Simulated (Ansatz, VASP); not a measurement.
# Ge: VASP beside Ansatz

INCAR

```
SYSTEM = Ge
PREC = Accurate
ENCUT = 520
EDIFF = 1E-6
ISMEAR = 0
SIGMA = 0.15
LREAL = .False.
LASPH = .True.
NELM = 60
ALGO = Normal
ISIF = 2
LWAVE = .False.
LCHARG = .False.
GGA = PS
NBANDS = 21
```

The input KPOINTS:

```
Automatic mesh
0
Gamma
  18 18 18
  0 0 0
```

File POSCAR:

```
Ge
1.0
    0.0000000000      2.7953125156      2.7953125156
    2.7953125156      0.0000000000      2.7953125156
    2.7953125156      2.7953125156      0.0000000000
Ge
2
Direct
    0.5000000000      0.5000000000      0.5000000000
    0.7500000000      0.7500000000      0.7500000000
```

Input for Ansatz:

```yaml
crystal:
  lattice:
    - [0.0, 2.7953125156, 2.7953125156]
    - [2.7953125156, 0.0, 2.7953125156]
    - [2.7953125156, 2.7953125156, 0.0]
  atoms:
    - { symbol: Ge, position: [0.5, 0.5, 0.5] }
    - { symbol: Ge, position: [0.75, 0.75, 0.75] }
basis:
  ecutwfc: 420
kpoints:
  mp_grid: { grid: [18, 18, 18] }
hamiltonian:
  xc: pbesol
scf:
  occupations: { method: gaussian, width: 0.15 }
output:
  forces: true
  stress: true
  eigenvalues: true
```

Change from the starting cell: strain -0.015 along x and y, -0.015 along z, atoms carried along.

Alike in both runs: task single point; functional PBEsol; k mesh 18 × 18 × 18; occupations gaussian, width 0.15 eV; no spin polarisation.

|  | VASP | Ansatz |
| --- | --- | --- |
| version | VASP 6.6.1 | Ansatz 0.2.0 |
| potentials or method | VASP PAW PBE potentials, release 64 (Ge_d), cutoff 520 eV | scalar-relativistic, plane waves, PAW |
| valence electrons in the cell | 28 | 28 |

```tsv
	VASP	Ansatz	Ansatz less VASP
gap on the k mesh at the Fermi level (eV)	0.23	0.23	-0.007
least direct gap on the mesh (eV)	0.32	0.31	-0.012
pressure (GPa)	3.3	3.4	+0.09
```

VASP's potentials were made for PBE, not for PBEsol.
